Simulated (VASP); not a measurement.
A run of VASP 6.6.1 is set up as follows.

INCAR

```
PREC = Accurate
ENCUT = 520
EDIFF = 1E-6
ISMEAR = -1
SIGMA = 0.08
LREAL = False
LASPH = True
NELM = 60
ALGO = Normal
ISIF = 2
LWAVE = False
LCHARG = True
GGA = PE
LELF = True
LVHAR = True
NBANDS = 12
```

The input KPOINTS:

```
Automatic mesh
0
Gamma
  15 15 15
```

File POSCAR:

```
Sb
1.0
   -2.4764158749      2.4764158749      1.3233923341
    2.4764158749     -2.4764158749      1.3233923341
    2.4764158749      2.4764158749     -1.3233923341
Sb
2
Direct
   -0.3750000000     -0.1250000000     -0.2500000000
    0.3750000000      0.1250000000      0.2500000000
```

Potentials or basis: VASP PAW PBE potentials, release 64 (Sb).

Launch:

```bash
$ cat potpaw_PBE.64/Sb/POTCAR > POTCAR
$ mpirun -np 1 vasp_std > vasp.out
```

Question: Predict the band gap on the k mesh.

Answer: Zero (band 5 reaches 22.14 eV, above the bottom of band 6 at 14.80 eV).

Question: Estimate the pressure.

Answer: 129.6 GPa.

Stress tensor (GPa, compression positive):
```
129.39   0.00   0.00
  0.00 129.39   0.00
  0.00   0.00 129.96
```

Caveat: spin-orbit coupling is left out, which moves the levels of the heavy elements.
